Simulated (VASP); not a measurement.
# NaCl (Fm-3m) in VASP: further runs, part 2 of 2

VASP 6.6.1. The steps go on from the part before.

### 3 Electric field gradients, PBEsol (21.80 Å³/atom)

The input, INCAR:

```
SYSTEM = NaCl
PREC     = Accurate       ! precision mode
ENCUT    = 400            ! plane-wave cutoff, eV
EDIFF    = 1E-8           ! SCF threshold, eV
ISMEAR   = -1             ! smearing method
SIGMA    = 0.03           ! smearing width, eV
LREAL    = .False.        ! projectors in reciprocal space
LASPH    = .True.         ! aspherical terms in the spheres
NELM     = 120            ! most SCF steps
ALGO     = Normal         ! electronic algorithm
ISIF     = 2              ! what is computed and relaxed
LWAVE    = .False.        ! write WAVECAR
LCHARG   = .False.        ! write CHGCAR
GGA      = PS             ! functional
LEFG     = .True.       
NBANDS   = 14             ! bands
GGA_COMPAT= .False.
```

The input, KPOINTS:

```
regular mesh
0
Gamma
  8 8 8
  0 0 0
```

The input, POSCAR:

```
NaCl
1.0
    0.0000000000      2.7934784166      2.7934784166
    2.7934784166      0.0000000000      2.7934784166
    2.7934784166      2.7934784166      0.0000000000
Na Cl
1 1
Direct
    0.0000000000      0.0000000000      0.0000000000
    0.5000000000      0.5000000000      0.5000000000
```

Potentials or basis: VASP PAW PBE potentials, release 64 (Na_pv, Cl).

Launch:

```sh
$ cat potpaw_PBE.64/Na_pv/POTCAR potpaw_PBE.64/Cl/POTCAR > POTCAR
$ mpirun -np 1 vasp_std > vasp.out
```

OUTCAR:

```text
SYSTEM = NaCl
   PREC = Accurate
   ENCUT = 400
   EDIFF = 1E-8
   ISMEAR = -1
   LREAL = .False.
   LASPH = .True.
   NELM = 120
   ISIF = 2
   GGA = PS

 ion  position               nearest neighbor table
   1  0.000  0.000  0.000-
   2  0.500  0.500  0.500-

  LATTYP: Found a face centered cubic cell.
 ALAT       =     5.5869568332

  Lattice vectors:

 A1 = (   0.0000000000,   2.7934784166,   2.7934784166)
 A2 = (   2.7934784166,   0.0000000000,   2.7934784166)
 A3 = (   2.7934784166,   2.7934784166,   0.0000000000)

Analysis of symmetry for initial positions (statically):
=====================================================================
 Subroutine PRICEL returns:
 Original cell was already a primitive cell.

 Routine SETGRP: Setting up the symmetry group for a
 face centered cubic supercell.

 Subroutine GETGRP returns: Found 48 space group operations
 (whereof 48 operations were pure point group operations)
 out of a pool of 48 trial point group operations.

The static configuration has the point symmetry O_h .

Analysis of symmetry for dynamics (positions and initial velocities):
=====================================================================
 Subroutine PRICEL returns:
 Original cell was already a primitive cell.

 Routine SETGRP: Setting up the symmetry group for a
 face centered cubic supercell.

 Subroutine GETGRP returns: Found 48 space group operations
 (whereof 48 operations were pure point group operations)
 out of a pool of 48 trial point group operations.

The dynamic configuration has the point symmetry O_h .

 Subroutine INISYM returns: Found 48 space group operations
 (whereof 48 operations are pure point group operations),
 and found     1 'primitive' translations

----------------------------------------------------------------------------------------

                                     Primitive cell

  volume of cell :      43.5979

  direct lattice vectors                    reciprocal lattice vectors
     0.000000000  2.793478417  2.793478417    -0.178988317  0.178988317  0.178988317
     2.793478417  0.000000000  2.793478417     0.178988317 -0.178988317  0.178988317
     2.793478417  2.793478417  0.000000000     0.178988317  0.178988317 -0.178988317

  length of vectors
     3.950575063  3.950575063  3.950575063     0.310016859  0.310016859  0.310016859

  position of ions in fractional coordinates (direct lattice)
     0.000000000  0.000000000  0.000000000
     0.500000000  0.500000000  0.500000000

  ion indices of the primitive-cell ions
   primitive index   ion index
                 1           1
                 2           2

----------------------------------------------------------------------------------------

 KPOINTS: regular mesh

Automatic generation of k-mesh.
 Grid dimensions read from file:
 generate k-points for:    8    8    8

 Generating k-lattice:

  Cartesian coordinates                     Fractional coordinates (reciprocal lattice)
[... 77 lines left out ...]
   IALGO  =     38    algorithm
   IMIX   =      4    mixing-type and parameters
     AMIX     =   0.40;   BMIX     =  1.00
     AMIX_MAG =   1.60;   BMIX_MAG =  1.00
  volume/ion in A,a.u.               =      21.80       147.11
  Fermi-wavevector in a.u.,A,eV,Ry     =   1.121060  2.118496 17.099469  1.256776
  Thomas-Fermi vector in A             =   2.257711
   LORBIT       =      0    0 simple, 1 ext, 2 COOP (PROOUT), +10 PAW based schemes
   GGA     = PS    functional components
   LHFCALC =     F    Hartree Fock is set to
   AEXX    =    0.0000 exact exchange contribution
   IVDW    =     0    specifies the selected vdW correction
   LEPSILON=     F    determine dielectric tensor
   LRPA    =     F    only Hartree local field effects (RPA)
 non-spin polarized calculation
  energy-cutoff  :      400.00
  volume of cell :       43.60
 maximum number of plane-waves:       821
 NGX is ok and might be reduce to    28
   NGX = 13   NGY = 13   NGZ = 13

 number of electron      14.0000003 magnetization

 Free energy of the ion-electron system (eV)
  ---------------------------------------------------
  ext. energy  EPLUGINS =         0.00000000
  ---------------------------------------------------
  free energy    TOTEN  =        -6.99769787 eV

  energy without entropy =       -6.99769787  energy(sigma->0) =       -6.99769787

 E-fermi :   0.0822     XC(G=0):  -8.4592

 val. band max:       -0.6177599162   @ k =   0.0000   0.0000   0.0000
 cond. band min:       4.4179264483   @ k =   0.0000   0.0000   0.0000
 fundamental gap:      5.0356863644
 Fermi energy:         0.0822316892

 k-point     1 :       0.0000    0.0000    0.0000
  band No.  band energies     occupation
      1     -21.2159      2.00000
      2     -21.2159      2.00000
      3     -21.2159      2.00000
      4     -13.3299      2.00000
      5      -0.6178      2.00000
      6      -0.6178      2.00000
      7      -0.6178      2.00000
      8       4.4179      0.00000
      9      10.4054      0.00000
     10      10.4054      0.00000
     11      10.4054      0.00000
     12      12.6648      0.00000
     13      12.6648      0.00000
     14      14.0811      0.00000
[... 377 lines left out ...]
      1     -21.2437      2.00000
      2     -21.2253      2.00000
      3     -21.2208      2.00000
      4     -12.9186      2.00000
      5      -2.3882      2.00000
      6      -1.4414      2.00000
      7      -1.0614      2.00000
      8       7.5976      0.00000
      9       8.9544      0.00000
     10       9.5937      0.00000
     11      11.1083      0.00000
     12      13.7499      0.00000
     13      15.0773      0.00000
     14      16.1523      0.00000

 [... further k-points ...]

------------------------ aborting loop because EDIFF is reached ----------------------------------------

  FORCE on cell =-STRESS in cart. coord.  units (eV):
  Direction    XX          YY          ZZ          XY          YZ          ZX
  --------------------------------------------------------------------------------------
  -------------------------------------------------------------------------------------
  Total        0.0170641      0.0170641      0.0170641      0.0000000     -0.0000000     -0.0000000
  in kB        0.6270884      0.6270884      0.6270884      0.0000000     -0.0000000     -0.0000000
  external PRESSURE =       0.6270884 kB  Pullay stress =       0.0000000 kB

 VOLUME and BASIS-vectors are now :
 -----------------------------------------------------------------------------
  energy-cutoff  :      400.00
  volume of cell :       43.60
      direct lattice vectors                 reciprocal lattice vectors
     0.000000000  2.793478417  2.793478417    -0.178988317  0.178988317  0.178988317
     2.793478417  0.000000000  2.793478417     0.178988317 -0.178988317  0.178988317
     2.793478417  2.793478417  0.000000000     0.178988317  0.178988317 -0.178988317

 POSITION                                       TOTAL-FORCE (eV/Angst)
 -----------------------------------------------------------------------------------
      0.00000      0.00000      0.00000         0.000000      0.000000      0.000000
      2.79348      2.79348      2.79348        -0.000000     -0.000000     -0.000000
 -----------------------------------------------------------------------------------
    total drift:                                0.000000      0.000000      0.000000

  FREE ENERGIE OF THE ION-ELECTRON SYSTEM (eV)
  ---------------------------------------------------
  free  energy   TOTEN  =        -6.9976978672 eV

  energy  without entropy=       -6.9976978672  energy(sigma->0) =       -6.99769787

 Electric field gradients (V/A^2)
---------------------------------------------------------------------
 ion       V_xx      V_yy      V_zz      V_xy      V_xz      V_yz
---------------------------------------------------------------------
   1      -0.000     0.000    -0.000    -0.000    -0.000    -0.000
   2      -0.000     0.000     0.000     0.000     0.000     0.000
---------------------------------------------------------------------

 Electric field gradients after diagonalization (V/A^2)
 (convention: |V_zz| > |V_xx| > |V_yy|)
----------------------------------------------------------------------
 ion       V_xx      V_yy      V_zz     asymmetry (V_yy - V_xx)/ V_zz
----------------------------------------------------------------------
   1       0.000     0.000    -0.000       0.000
   2      -0.000    -0.000     0.001       0.000
----------------------------------------------------------------------

           NMR quadrupolar parameters

 Cq : quadrupolar parameter    Cq=e*Q*V_zz/h
 eta: asymmetry parameters     (V_yy - V_xx)/ V_zz
 Q  : nuclear electric quadrupole moment in mb (millibarn)
----------------------------------------------------------------------
 ion       Cq(MHz)       eta       Q (mb)
----------------------------------------------------------------------
   1      -0.000       0.000       1.000
   2       0.000       0.000       1.000
----------------------------------------------------------------------
```

It took 14 s on 1 thread of Intel Xeon Platinum 8259CL at 2.50GHz (Skylake/Cascade Lake), shared host; peak memory 0.15 GiB.

What came out:

```yaml
Free_energy: -6.9977 eV
Pressure: 0.1 GPa
Band_gap_on_the_k_mesh: 5.04 eV
Largest_electric_field_gradient_by_atom: zero within the noise of the run
```

Caveat: the PAW data sets were made with another functional, which shifts forces and pressure a little.
